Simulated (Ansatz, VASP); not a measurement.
# Two plane-wave programs on Ge

```
Ge
1.0
    -1.26291    1.26291    1.26291
     1.26291   -1.26291    1.26291
     1.26291    1.26291   -1.26291
Ge
1
Direct
  0.00000 0.00000 0.00000
```

Change from the starting cell: volume scaled by 0.45, PAW files.

Alike in both runs: task single point; functional LDA; k mesh 18 × 18 × 18; occupations fermi-dirac, width 0.1 eV; no spin polarisation.

|  | VASP | Ansatz |
| --- | --- | --- |
| version | VASP 6.6.1 | Ansatz 0.2.0 |
| potentials or method | VASP PAW LDA potentials, release 64 (Ge_d) | PAW with Ansatz's default frozen-core files, scalar-relativistic |
| plane-wave cutoff (eV) | 520 | 420 |
| valence electrons in the cell | 14 | 14 |

```csv
,VASP,Ansatz,Ansatz less VASP
pressure (GPa),386.5,381.3,-5.26
```

LDA's correlation is that of Perdew and Zunger in VASP and of Perdew and Wang (1992) in Ansatz. Both programs put the cell under a high pressure, so it lies far from rest at this level.

Noted on VASP's run: the cell as given lies far from equilibrium.
